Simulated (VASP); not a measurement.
# AlN (F-43m) in VASP: notebook, part 2 of 2

VASP 6.6.1. The steps go on from the part before.

## (5) Single point, LDA

INCAR

```
PREC     = Accurate       # precision mode
ENCUT    = 600            # plane-wave cutoff, eV
EDIFF    = 1E-6           # SCF threshold, eV
ISMEAR   = -1             # smearing method
SIGMA    = 0.05           # smearing width, eV
LREAL    = F              # projectors in reciprocal space
LASPH    = T              # aspherical terms in the spheres
NELM     = 120            # most SCF steps
ALGO     = Normal         # electronic algorithm
ISIF     = 2              # what is computed and relaxed
LWAVE    = F              # write WAVECAR
LCHARG   = F              # write CHGCAR
GGA      = CA             # functional
NBANDS   = 11             # bands
GGA_COMPAT= F
```

KPOINTS

```
regular mesh
0
Gamma
  9 9 9
```

POSCAR

```
AlN
1.0
    0.0000000000      2.1888610000      2.1888610000
    2.1888610000      0.0000000000      2.1888610000
    2.1888610000      2.1888610000      0.0000000000
Al N
1 1
Direct
    0.0000000000      0.0000000000      0.0000000000
    0.2500000000      0.2500000000      0.2500000000
```

Potentials or basis: VASP PAW LDA potentials, release 64 (Al, N).

On the command line:

```bash
$ cat potpaw_LDA.64/Al/POTCAR potpaw_LDA.64/N/POTCAR > POTCAR
$ mpirun -np 1 vasp_std > vasp.out
```

OUTCAR:

```text
PREC = Accurate
   ENCUT = 600
   EDIFF = 1E-6
   ISMEAR = -1
   LREAL = F
   LASPH = T
   NELM = 120
   ISIF = 2
   GGA = CA

 ion  position               nearest neighbor table
   1  0.000  0.000  0.000-   2 1.90   2 1.90   2 1.90   2 1.90
   2  0.250  0.250  0.250-   1 1.90   1 1.90   1 1.90   1 1.90

  LATTYP: Found a face centered cubic cell.
 ALAT       =     4.3777220000

  Lattice vectors:

 A1 = (   0.0000000000,   2.1888610000,   2.1888610000)
 A2 = (   2.1888610000,   0.0000000000,   2.1888610000)
 A3 = (   2.1888610000,   2.1888610000,   0.0000000000)

Analysis of symmetry for initial positions (statically):
=====================================================================
 Subroutine PRICEL returns:
 Original cell was already a primitive cell.

 Routine SETGRP: Setting up the symmetry group for a
 face centered cubic supercell.

 Subroutine GETGRP returns: Found 24 space group operations
 (whereof 24 operations were pure point group operations)
 out of a pool of 48 trial point group operations.

[... 163 lines left out ...]

 val. band max:        5.6449140496   @ k =   0.0000   0.0000   0.0000
 cond. band min:       9.0477912536   @ k =   0.4444   0.4444   0.0000
 fundamental gap:      3.4028772039
 Fermi energy:         6.6410713207

 k-point     1 :       0.0000    0.0000    0.0000
  band No.  band energies     occupation
      1      -9.1395      2.00000
      2       5.6449      2.00000
      3       5.6449      2.00000
      4       5.6449      2.00000
      5       9.8203      0.00000
      6      17.9140      0.00000
      7      17.9140      0.00000
      8      17.9140      0.00000
      9      23.1164      0.00000
     10      23.1164      0.00000
     11      24.4878      0.00000
[... 309 lines left out ...]
 k-point    24 :       0.4444    0.4444    0.0000
  band No.  band energies     occupation
      1      -6.5061      2.00000
      2       0.8433      2.00000
      3       3.9032      2.00000
      4       3.9032      2.00000
      5       9.0478      0.00000
      6      14.1000      0.00000
      7      19.0906      0.00000
      8      20.9338      0.00000
      9      20.9338      0.00000
     10      28.6252      0.00000
     11      29.0404      0.00000

 [... further k-points ...]
[... 5 lines left out ...]
  --------------------------------------------------------------------------------------
  -------------------------------------------------------------------------------------
  Total       -0.5798181     -0.5798181     -0.5798181      0.0000000      0.0000000     -0.0000000
  in kB      -44.2912393    -44.2912393    -44.2912393      0.0000000      0.0000000     -0.0000000
  external PRESSURE =     -44.2912393 kB  Pullay stress =       0.0000000 kB

 VOLUME and BASIS-vectors are now :
 -----------------------------------------------------------------------------
  energy-cutoff  :      600.00
  volume of cell :       20.97
      direct lattice vectors                 reciprocal lattice vectors
     0.000000000  2.188861000  2.188861000    -0.228429306  0.228429306  0.228429306
     2.188861000  0.000000000  2.188861000     0.228429306 -0.228429306  0.228429306
     2.188861000  2.188861000  0.000000000     0.228429306  0.228429306 -0.228429306

 POSITION                                       TOTAL-FORCE (eV/Angst)
 -----------------------------------------------------------------------------------
      0.00000      0.00000      0.00000        -0.000000      0.000000     -0.000000
      1.09443      1.09443      1.09443         0.000000     -0.000000      0.000000
 -----------------------------------------------------------------------------------
    total drift:                               -0.000000     -0.000000     -0.000000

  FREE ENERGIE OF THE ION-ELECTRON SYSTEM (eV)
  ---------------------------------------------------
  free  energy   TOTEN  =       -16.3703177112 eV

  energy  without entropy=      -16.3703177111  energy(sigma->0) =      -16.37031771
```

OSZICAR:

```text
N       E                     dE             d eps       ncg     rms          rms(c)
DAV:   1     0.137209435285E+02    0.13721E+02   -0.44279E+03   778   0.697E+02
DAV:   2    -0.179664714397E+02   -0.31687E+02   -0.30860E+02   922   0.140E+02
DAV:   3    -0.188801372051E+02   -0.91367E+00   -0.91249E+00   965   0.221E+01
DAV:   4    -0.188839942018E+02   -0.38570E-02   -0.38568E-02   869   0.173E+00
DAV:   5    -0.188840273168E+02   -0.33115E-04   -0.33115E-04   935   0.150E-01    0.861E+00
DAV:   6    -0.164414851841E+02    0.24425E+01   -0.12774E+01   854   0.174E+01    0.292E+00
DAV:   7    -0.163998489448E+02    0.41636E-01   -0.11103E-01   881   0.267E+00    0.193E+00
DAV:   8    -0.163710327321E+02    0.28816E-01   -0.33727E-02   881   0.164E+00    0.419E-01
DAV:   9    -0.163703073880E+02    0.72534E-03   -0.24711E-03   902   0.303E-01    0.188E-01
DAV:  10    -0.163703219109E+02   -0.14523E-04   -0.14415E-04   874   0.855E-02    0.537E-02
DAV:  11    -0.163703177671E+02    0.41438E-05   -0.38659E-06   890   0.163E-02    0.111E-02
DAV:  12    -0.163703177112E+02    0.55869E-07   -0.99725E-08   499   0.238E-03
   1 F= -.16370318E+02 E0= -.16370318E+02  d E =-.103440E-09
```

It took 12 s on 1 thread of Intel Xeon 6975P-C, shared host; peak memory 0.13 GiB.

What came out:

- Free energy: -16.3703 eV
- Pressure: -4.4 GPa
- Band gap on the k mesh: 3.40 eV, indirect (least direct gap 4.18 eV)

A k mesh can miss the band edges. Expect the measured gap to be larger: semilocal functionals such as LDA lack the derivative discontinuity.

## (6) Overview

| level | potentials or basis | cutoff (eV) | grid for exact exchange (PRECFOCK) | screening parameter | gap on the mesh (eV) | pressure (GPa) |
| --- | --- | --- | --- | --- | --- | --- |
| r2SCAN | VASP PAW PBE potentials, release 64 (Al, N) | 520 | - | - | 4.12 | -1.5 |
| PBE | VASP PAW PBE potentials, release 64 (Al, N) | 600 | - | - | 3.50 | 3.1 |
| HSE06 | VASP PAW PBE potentials, release 64 (Al, N) | 520 | Normal | 0.2079 1/Å | 4.74 | -1.9 |
| LDA | VASP PAW LDA potentials, release 64 (Al, N) | 600 | - | - | 3.40 | -4.4 |

Alike in all rows: task single point; no spin polarisation; cell as given; k mesh 9 × 9 × 9; smearing fermi-dirac 0.05 eV.

Caveats: the PAW data sets were made with another functional, which shifts forces and pressure a little (some runs).

Absolute energies hang on the potentials; compare differences alone.
